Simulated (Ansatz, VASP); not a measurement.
## TiO2: VASP beside Ansatz

```
CELL_PARAMETERS angstrom
-1.86692 1.86692 4.69271
1.86692 -1.86692 4.69271
1.86692 1.86692 -4.69271
ATOMIC_POSITIONS crystal
Ti 0.00000 0.00000 0.00000
Ti 0.75000 0.25000 0.50000
O 0.20660 0.20660 0.00000
O 0.95660 0.45660 0.50000
O 0.54340 0.04340 0.50000
O 0.79340 0.79340 0.00000
```

Change from the starting cell: volume scaled by 0.96.

Alike in both runs: task single point; functional LDA; k mesh 13 × 13 × 13; occupations fermi-dirac, width 0.08 eV; no spin polarisation.

```csv
,VASP,Ansatz
version,VASP 6.6.1,Ansatz 0.2.0
potentials or method,"VASP PAW LDA potentials, release 64 (Ti_sv, O), cutoff 520 eV","all-electron LAPW, scalar-relativistic"
```

```tsv
	VASP	Ansatz	Ansatz less VASP
pressure (GPa)	4.8	3.7	-1.10
traceless stress, the component that is largest in VASP (GPa)	3.23	3.13	-0.103
rms of the force components (eV/Å)	0.201	0.185	-0.0161
```

LDA's correlation is that of Perdew and Zunger in VASP and of Perdew and Wang (1992) in Ansatz. Atom by atom the forces differ by 0.016 eV/Å (rms over components). Ansatz ran all-electron here, and VASP with PAW potentials.
